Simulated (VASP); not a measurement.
NaMgBr3: single point with PBE

Crystal: NaMgBr3.

```
Na Mg Br
1.0
     5.42687    0.00000    0.00000
     0.00000    5.42687    0.00000
     0.00000    0.00000    5.42687
Na Mg Br
1 1 3
Direct
  0.00000 0.00000 0.00000
  0.50000 0.50000 0.50000
  0.50000 0.50000 0.00000
  0.50000 0.00000 0.50000
  0.00000 0.50000 0.50000
```

This cell differs from its parent crystal: strain +3.0%.

```json
{
  "Program": "VASP 6.6.1",
  "Task": "single point",
  "Functional": "PBE",
  "Potentials or basis": "VASP PAW PBE potentials, release 64 (Na_pv, Mg, Br)",
  "Cutoff": "520 eV",
  "k mesh": "6 × 6 × 6",
  "Occupations": "fermi-dirac, width 0.02 eV",
  "Spin": "no spin polarisation"
}
```

```json
{
  "Pressure": "-1.5 GPa",
  "Band gap on the k mesh": "2.49 eV (least direct gap 2.97 eV)"
}
```

Levels at points of the mesh, in eV from the valence-band top:
```tsv
k point	band 12	band 13	band 14	band 15	band 16	band 17	band 18	band 19
(0.00, 0.00, 0.00)	-0.71	-0.49	-0.49	-0.49	2.49	3.25	7.10	7.10
(0.50, 0.00, 0.00)	-1.12	-0.89	-0.56	-0.56	4.64	4.90	5.57	7.60
(0.50, 0.50, 0.00)	-1.09	-1.09	-1.05	-0.01	5.12	6.49	6.56	6.56
(0.50, 0.50, 0.50)	-1.04	0.00	0.00	0.00	3.93	5.73	5.73	5.73
```

Wall time 36 s on 1 thread of Oxide Virtual Turin-like Processor (shared host), peak memory 0.24 GiB.

Caveat: the cell differs from its parent crystal (strain +3.0%). A k mesh can miss the band edges.
